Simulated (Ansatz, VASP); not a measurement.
**Two plane-wave programs on LaHg**

File INCAR:

```
  ALGO = Normal
  EDIFF = 1E-8
  ENCUT = 520
  GGA = CA
  ISIF = 2
  ISMEAR = -1
  LASPH = True
  LCHARG = False
  LEFG = True
  LREAL = False
  LWAVE = False
  NBANDS = 18
  NELM = 60
  PREC = Accurate
  SIGMA = 0.05
```

Contents of KPOINTS:

```
k-points
0
Gamma
  9 9 9
```

POSCAR

```
LaHg
1.0
    3.5106769854      0.0000000000      0.0000000000
    0.0000000000      3.5106769854      0.0000000000
    0.0000000000      0.0000000000      3.5106769854
La Hg
1 1
Direct
    0.5000000000      0.5000000000      0.5000000000
    0.0000000000      0.0000000000      0.0000000000
```

Input for Ansatz:

```yaml
crystal:
  lattice:
    - [3.5106769854, 0.0, 0.0]
    - [0.0, 3.5106769854, 0.0]
    - [0.0, 0.0, 3.5106769854]
  atoms:
    - { symbol: La, position: [0.5, 0.5, 0.5] }
    - { symbol: Hg, position: [0.0, 0.0, 0.0] }
kpoints:
  mp_grid: { grid: [9, 9, 9] }
  band_path:
    path:
      - [0.0, 0.0, 0.0]
      - [0.0, 0.5, 0.0]
      - [0.5, 0.5, 0.0]
      - [0.0, 0.0, 0.0]
      - [0.5, 0.5, 0.5]
      - [0.0, 0.5, 0.0]
      - [0.5, 0.5, 0.5]
      - [0.5, 0.5, 0.0]
    npoints: 6
scf:
  occupations: { method: fermi_dirac, width: 0.05 }
hamiltonian:
  xc: lda
  pseudopotentials: { kind: paw }
output:
  forces: true
  stress: true
  eigenvalues: true
  efg: { contact_densities: true }
  populations: true
```

Change from the starting cell: volume scaled by 0.75, PAW files.

Alike in both runs: task electric field gradients; functional LDA; k mesh 9 × 9 × 9; occupations fermi-dirac, width 0.05 eV; no spin polarisation.

|  | VASP | Ansatz |
| --- | --- | --- |
| version | VASP 6.6.1 | Ansatz 0.2.0 |
| potentials or method | VASP PAW LDA potentials, release 64 (La, Hg) | PAW with Ansatz's default frozen-core files, scalar-relativistic |
| plane-wave cutoff (eV) | 520 | 420 |
| valence electrons in the cell | 23 | 31 |

|  | VASP | Ansatz | Ansatz less VASP |
| --- | --- | --- | --- |
| pressure (GPa) | 25.6 | 24.9 | -0.75 |

LDA's correlation is that of Perdew and Zunger in VASP and of Perdew and Wang (1992) in Ansatz. VASP's potentials hold 23 valence electrons a cell and Ansatz's 31, so a difference there can come from the potentials and not from the codes.

Neither program's run includes spin-orbit coupling.
